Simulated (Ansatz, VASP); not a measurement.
**Hf in VASP and in Ansatz**

Contents of INCAR:

```
PREC = Accurate ; ENCUT = 520
EDIFF = 1E-7 ; ISMEAR = -1
SIGMA = 0.08 ; LREAL = False
LASPH = True ; NELM = 80
ALGO = Normal ; ISIF = 2
LWAVE = False ; LCHARG = False
GGA = PS ; NBANDS = 11
```

KPOINTS

```
Automatic mesh
0
Gamma
  15 15 15
```

POSCAR

```
Hf
1.0
   -1.4728773541      1.4728773541      1.4728773541
    1.4728773541     -1.4728773541      1.4728773541
    1.4728773541      1.4728773541     -1.4728773541
Hf
1
Direct
    0.0000000000      0.0000000000      0.0000000000
```

Input for Ansatz:

```yaml
crystal:
  lattice:
    - [-1.4728773541, 1.4728773541, 1.4728773541]
    - [1.4728773541, -1.4728773541, 1.4728773541]
    - [1.4728773541, 1.4728773541, -1.4728773541]
  atoms:
    - { symbol: Hf, position: [0.0, 0.0, 0.0] }
kpoints:
  mp_grid: { grid: [15, 15, 15] }
scf:
  occupations: { method: fermi_dirac, width: 0.08 }
hamiltonian:
  xc: pbesol
  pseudopotentials: { kind: all_electron, lapw: { basis_error: 0.001 } }
output:
  forces: true
  stress: true
  eigenvalues: true
  populations: true
```

Change from the starting cell: volume scaled by 0.6, LAPW.

Alike in both runs: task single point; functional PBEsol; k mesh 15 × 15 × 15; occupations fermi-dirac, width 0.08 eV; no spin polarisation.

|  | VASP | Ansatz |
| --- | --- | --- |
| version | VASP 6.6.1 | Ansatz 0.2.0 |
| potentials or method | VASP PAW PBE potentials, release 64 (Hf_pv), cutoff 520 eV | all-electron LAPW, scalar-relativistic |

Ansatz gave:

```
pressure (GPa) : 129.8
```

Which values does VASP return?

Pressure (GPa): 128.5.

VASP's potentials were made for PBE, not for PBEsol. Both programs put the cell under a high pressure, so it lies far from rest at this level. Ansatz ran all-electron here, and VASP with PAW potentials.

Neither program's run includes spin-orbit coupling. Noted on VASP's run: the cell as given lies far from equilibrium.
